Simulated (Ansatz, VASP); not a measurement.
## One calculation of KF, two programs

The input INCAR:

```
SYSTEM = KF
PREC = Accurate
ENCUT = 520
EDIFF = 1E-6
ISMEAR = -1
SIGMA = 0.01
LREAL = .False.
LASPH = .True.
NELM = 100
ALGO = Normal
ISIF = 2
LWAVE = .False.
LCHARG = .False.
GGA = PS
NBANDS = 15
```

KPOINTS

```
Automatic mesh
0
Gamma
  9 9 9
  0 0 0
```

POSCAR

```
KF
1.0
    0.0000000000      2.7269700000      2.6735000000
    2.7269700000      0.0000000000      2.6735000000
    2.7269700000      2.7269700000      0.0000000000
K F
1 1
Direct
    0.0000000000      0.0000000000      0.0000000000
    0.5000000000      0.5000000000      0.5000000000
```

Input for Ansatz:

```yaml
crystal:
  lattice:
    - [0.0, 2.72697, 2.6735]
    - [2.72697, 0.0, 2.6735]
    - [2.72697, 2.72697, 0.0]
  atoms:
    - { symbol: K, position: [0.0, 0.0, 0.0] }
    - { symbol: F, position: [0.5, 0.5, 0.5] }
kpoints:
  mp_grid: { grid: [9, 9, 9] }
  band_path:
    path:
      - [0.0, 0.0, 0.0]
      - [0.0, 0.5, 0.5]
      - [0.25, 0.75, 0.5]
      - [0.0, 0.5, 0.0]
      - [0.0, 0.0, 0.0]
      - [0.5, 0.5, 0.0]
      - [0.38005, 0.61995, 0.0]
      - [-0.38005, 0.38005, 0.0]
      - [0.0, 0.0, 0.0]
    npoints: 5
scf:
  occupations: { method: fermi_dirac, width: 0.01 }
hamiltonian:
  xc: pbesol
  pseudopotentials: { kind: all_electron, lapw: { basis_error: 0.001 } }
output:
  forces: true
  stress: true
  eigenvalues: true
```

Change from the starting cell: equal xx and yy strain of +2 %.

Alike in both runs: task single point; functional PBEsol; k mesh 9 × 9 × 9; occupations fermi-dirac, width 0.01 eV; no spin polarisation.

```csv
,VASP,Ansatz
version,VASP 6.6.1,Ansatz 0.2.0
potentials or method,"VASP PAW PBE potentials, release 64 (K_sv, F), cutoff 520 eV","all-electron LAPW, scalar-relativistic"
```

```csv
,VASP,Ansatz,Ansatz less VASP
gap on the k mesh at the Fermi level (eV),5.81,5.82,+0.011
pressure (GPa),-1.7,-1.7,-0.01
"traceless stress, the component that is largest in VASP (GPa)",0.53,0.51,-0.025
```

VASP's potentials were made for PBE, not for PBEsol. Ansatz ran all-electron here, and VASP with PAW potentials.
